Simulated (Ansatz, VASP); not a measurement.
Two plane-wave programs on TaN

```xyz
2
Lattice="2.9066 0.0000 0.0000 -1.4533 2.5172 0.0000 0.0000 0.0000 2.8516" Properties=species:S:1:pos:R:3 pbc="T T T"
Ta    0.0000    1.6781    1.4258
N     0.0000    0.0000    0.0000
```

Alike in both runs: functional LDA; k mesh 18 × 18 × 14; occupations gaussian, width 0.1 eV; no spin polarisation.

Ansatz relaxed the structure, and its values are those at the end. VASP's run is a single point on that final structure, the one shown.

```csv
,VASP,Ansatz
version,VASP 6.6.1,Ansatz 0.2.0
potentials or method,"VASP PAW LDA potentials, release 64 (Ta_pv, N), cutoff 520 eV","scalar-relativistic, plane waves, PAW"
valence electrons in the cell,16,18
```

VASP gave:

```
gap on the k mesh at the Fermi level (eV) : none
pressure (GPa)                            : 2.0
```

**Question.** What did Ansatz give for the same quantities?

**Answer.** gap on the k mesh at the Fermi level (eV): none; pressure (GPa): 0.0.

LDA's correlation is that of Perdew and Zunger in VASP and of Perdew and Wang (1992) in Ansatz. A gap of «none» marks a metal or a gap that the smearing closes. VASP's potentials hold 16 valence electrons a cell and Ansatz's 18, so a difference there can come from the potentials and not from the codes.

Neither program's run includes spin-orbit coupling.
